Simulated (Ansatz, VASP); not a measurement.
# Two plane-wave programs on NaH

File INCAR:

```
SYSTEM = NaH
PREC = Accurate
ENCUT = 500
EDIFF = 1E-6
ISMEAR = 0
SIGMA = 0.1
LREAL = .False.
LASPH = .True.
NELM = 120
ALGO = Normal
ISIF = 2
LWAVE = .False.
LCHARG = .False.
GGA = CA
NBANDS = 11
GGA_COMPAT = .False.
```

KPOINTS

```
regular mesh
0
Gamma
  6 6 6
  0 0 0
```

File POSCAR:

```
NaH
1.0
    0.0000000000      2.4496831263      2.4496831263
    2.4496831263      0.0000000000      2.4496831263
    2.4496831263      2.4496831263      0.0000000000
Na H
1 1
Direct
    0.0000000000      0.0000000000      0.0000000000
    0.5000000000      0.5000000000      0.5000000000
```

Input for Ansatz:

```yaml
crystal:
  lattice:
    - [0.0, 2.4496831263, 2.4496831263]
    - [2.4496831263, 0.0, 2.4496831263]
    - [2.4496831263, 2.4496831263, 0.0]
  atoms:
    - { symbol: Na, position: [0.0, 0.0, 0.0] }
    - { symbol: H, position: [0.5, 0.5, 0.5] }
basis:
  ecutwfc: 420
kpoints:
  mp_grid: { grid: [6, 6, 6] }
hamiltonian:
  xc: lda
scf:
  occupations: { method: gaussian, width: 0.1 }
output:
  forces: true
  stress: true
  eigenvalues: true
```

Alike in both runs: task single point; functional LDA; k mesh 6 × 6 × 6; occupations gaussian, width 0.1 eV; no spin polarisation.

|  | VASP | Ansatz |
| --- | --- | --- |
| version | VASP 6.6.1 | Ansatz 0.2.0 |
| potentials or method | VASP PAW LDA potentials, release 64 (Na_pv, H), cutoff 500 eV | scalar-relativistic, plane waves, PAW |
| valence electrons in the cell | 8 | 10 |

|  | VASP | Ansatz | Ansatz less VASP |
| --- | --- | --- | --- |
| gap on the k mesh at the Fermi level (eV) | 3.39 | 3.39 | +0.001 |
| least direct gap on the mesh (eV) | 4.24 | 4.24 | +0.003 |
| pressure (GPa) | -2.9 | -2.8 | +0.10 |

LDA's correlation is that of Perdew and Zunger in VASP and of Perdew and Wang (1992) in Ansatz. VASP's potentials hold 8 valence electrons a cell and Ansatz's 10, so a difference there can come from the potentials and not from the codes.
